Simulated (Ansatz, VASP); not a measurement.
**GaB in VASP and in Ansatz**

```
Ga B
1.0
     4.63645    0.00000    0.00000
     0.05017    4.63618    0.00000
     0.05017    0.04963    4.63592
Ga B
4 4
Direct
  0.00000 0.00000 0.00000
  0.50000 0.50000 0.00000
  0.00000 0.50000 0.50000
  0.50000 0.00000 0.50000
  0.50000 0.50000 0.50000
  0.00000 0.00000 0.50000
  0.50000 0.00000 0.00000
  0.00000 0.50000 0.00000
```

Alike in both runs: task single point; functional PBE; k mesh 7 × 7 × 7; no spin polarisation.

|  | VASP | Ansatz |
| --- | --- | --- |
| version | VASP 6.6.1 | Ansatz 0.2.0 |
| potentials or method | VASP PAW PBE potentials, release 64 (Ga_d, B), cutoff 520 eV | PAW plane waves |
| occupations | fermi-dirac, width 0.1 eV | fermi-dirac |
| valence electrons in the cell | 64 | 64 |

```tsv
	VASP	Ansatz	Ansatz less VASP
pressure (GPa)	-2.9	-3.1	-0.21
traceless stress, the component that is largest in VASP (GPa)	-0.20	-0.20	-0.002
```

Ansatz's warnings: structure snapped to symmetry.
